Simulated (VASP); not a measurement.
Here is a VASP 6.6.1 calculation.

POSCAR

```
Al
1.0
    0.0000000000      2.0382146954      2.0382146954
    2.0382146954      0.0000000000      2.0382146954
    2.0382146954      2.0382146954      0.0000000000
Al
1
Direct
    0.0000000000      0.0000000000      0.0000000000
```

INCAR.step1

```
PREC = Accurate
ENCUT = 520
EDIFF = 1E-5
ISMEAR = -1
SIGMA = 0.05
LREAL = F
LASPH = T
NELM = 100
ALGO = Normal
ISIF = 2
LWAVE = T
LCHARG = F
GGA = PE
NBANDS = 8
```

File INCAR.step2:

```
PREC = Accurate
ENCUT = 520
EDIFF = 1E-6
ISMEAR = -1
SIGMA = 0.05
LREAL = F
LASPH = T
NELM = 100
ALGO = Normal
ISIF = 2
LWAVE = F
LCHARG = F
METAGGA = R2SCAN
LHFCALC = T
AEXX = 0.1
LMIXTAU = T
PRECFOCK = Normal
ISTART = 1
NBANDS = 8
```

Contents of KPOINTS:

```
regular mesh
0
Gamma
  6 6 6
```

Potentials or basis: VASP PAW PBE potentials, release 64 (Al).

The run is started by

```console
$ cat potpaw_PBE.64/Al/POTCAR > POTCAR
$ cp INCAR.step1 INCAR
$ mpirun -np 1 vasp_std > vasp.out
$ cp INCAR.step2 INCAR
$ mpirun -np 1 vasp_std > vasp.out
```

**Question.** Estimate the pressure.

**Answer.** -4.6 GPa.

Caveat: the k points lie up to 0.44 Å⁻¹ apart; the PAW data sets were made with another functional, which shifts forces and pressure a little.
